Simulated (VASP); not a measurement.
Input of a VASP 6.6.1 run:

INCAR

```
PREC = Accurate ; ENCUT = 500
EDIFF = 1E-6 ; ISMEAR = 0
SIGMA = 0.02 ; LREAL = False
LASPH = True ; NELM = 120
ALGO = Normal ; ISIF = 2
LWAVE = False ; LCHARG = False
GGA = PS ; NBANDS = 11
GGA_COMPAT = False
```

KPOINTS

```
regular mesh
0
Gamma
  8 8 8
```

Contents of POSCAR:

```
AlAs
1.0
    0.0000000000      2.8372289537      2.8372289537
    2.8372289537      0.0000000000      2.8372289537
    2.8372289537      2.8372289537      0.0000000000
Al As
1 1
Direct
    0.0000000000      0.0000000000      0.0000000000
    0.2500000000      0.2500000000      0.2500000000
```

Potentials or basis: VASP PAW PBE potentials, release 64 (Al, As).

Run with:

```console
$ cat potpaw_PBE.64/Al/POTCAR potpaw_PBE.64/As/POTCAR > POTCAR
$ mpirun -np 1 vasp_std > vasp.out
```

**Question.** Predict the band gap on the k mesh.

**Answer.** 1.33 eV, indirect (least direct gap 1.92 eV).

**Question.** What does it give for the pressure?

**Answer.** 0.3 GPa.

Caveat: the PAW data sets were made with another functional, which shifts forces and pressure a little. Expect the measured gap to be larger: semilocal functionals such as PBEsol lack the derivative discontinuity.
